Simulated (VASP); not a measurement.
Set up this calculation in VASP 6.6.1, as the native input.

- Task: single point
- Functional: r2SCAN
- Potentials or basis: VASP PAW PBE potentials, release 64 (Ga_d, N)
- Cutoff: 520 eV
- k mesh: 6 × 8 × 3
- Occupations: gaussian, width 0.05 eV
- Spin: no spin polarisation
- Dipole correction: no
- Further INCAR settings: ALGO = Normal; EDIFF = 1e-06; NBANDS = 66

GaN:

```
CELL_PARAMETERS angstrom
4.50700 0.00000 0.00000
0.00000 2.25350 -2.25350
0.00000 6.54837 6.54837
ATOMIC_POSITIONS crystal
Ga 0.00000 0.00000 0.94634
Ga 0.50000 0.50000 0.08602
Ga 0.00000 0.00000 0.25808
Ga 0.50000 0.50000 0.43015
Ga 0.00000 0.00000 0.60221
Ga 0.50000 0.50000 0.77428
N 0.75000 0.00000 0.43015
N 0.25000 0.50000 0.60221
N 0.75000 0.00000 0.77428
N 0.25000 0.50000 0.94634
N 0.75000 0.00000 0.08602
N 0.25000 0.50000 0.25808
```

This cell differs from its parent crystal: the distance across one plane changed.

One way to write it, as run:

POSCAR

```
GaN
1.0
    4.5070012150      0.0000000000      0.0000000000
    0.0000000000      2.2535006075     -2.2535006075
    0.0000000000      6.5483697881      6.5483697881
Ga N
6 6
Direct
    0.0000000000      0.0000000000      0.9463445401
    0.5000000000      0.5000000000      0.0860156795
    0.0000000000      0.0000000000      0.2580814516
    0.5000000000      0.5000000000      0.4301472237
    0.0000000000      0.0000000000      0.6022129959
    0.5000000000      0.5000000000      0.7742787680
    0.7500000000      0.0000000000      0.4301472237
    0.2500000000      0.5000000000      0.6022129959
    0.7500000000      0.0000000000      0.7742787680
    0.2500000000      0.5000000000      0.9463445401
    0.7500000000      0.0000000000      0.0860156795
    0.2500000000      0.5000000000      0.2580814516
```

INCAR.step1

```
SYSTEM = GaN
ALGO = Normal
EDIFF = 1E-4
ENCUT = 520
GGA = PE
ISMEAR = 0
LASPH = .True.
LCHARG = .False.
LREAL = .False.
LWAVE = .True.
NBANDS = 66
NELM = 60
PREC = Accurate
SIGMA = 0.05
```

INCAR.step2

```
SYSTEM = GaN
ALGO = Normal
EDIFF = 1E-6
ENCUT = 520
ISIF = 2
ISMEAR = 0
ISTART = 1
LASPH = .True.
LCHARG = .False.
LMIXTAU = .True.
LREAL = .False.
LWAVE = .False.
METAGGA = R2SCAN
NBANDS = 66
NELM = 60
PREC = Accurate
SIGMA = 0.05
```

KPOINTS

```
k-points
0
Gamma
  6 8 3
  0 0 0
```

Potentials or basis: VASP PAW PBE potentials, release 64 (Ga_d, N).

The run is started by

```console
$ cat potpaw_PBE.64/Ga_d/POTCAR potpaw_PBE.64/N/POTCAR > POTCAR
$ cp INCAR.step1 INCAR
$ mpirun -np 1 vasp_std > vasp.out
$ cp INCAR.step2 INCAR
$ mpirun -np 1 vasp_std > vasp.out
```

It gave:

```json
{
 "Pressure": "9.5 GPa",
 "Largest force": "4.839 eV/Å",
 "Band gap on the k mesh": "2.15 eV"
}
```

Caveat: the cell differs from its parent crystal (the distance across one plane changed); the cell stands under pressure; the PAW data sets were made with another functional, which shifts forces and pressure a little.

It took 46 min on 1 thread of Intel Xeon 8259CL, with other jobs on the host, peak memory 0.38 GiB.
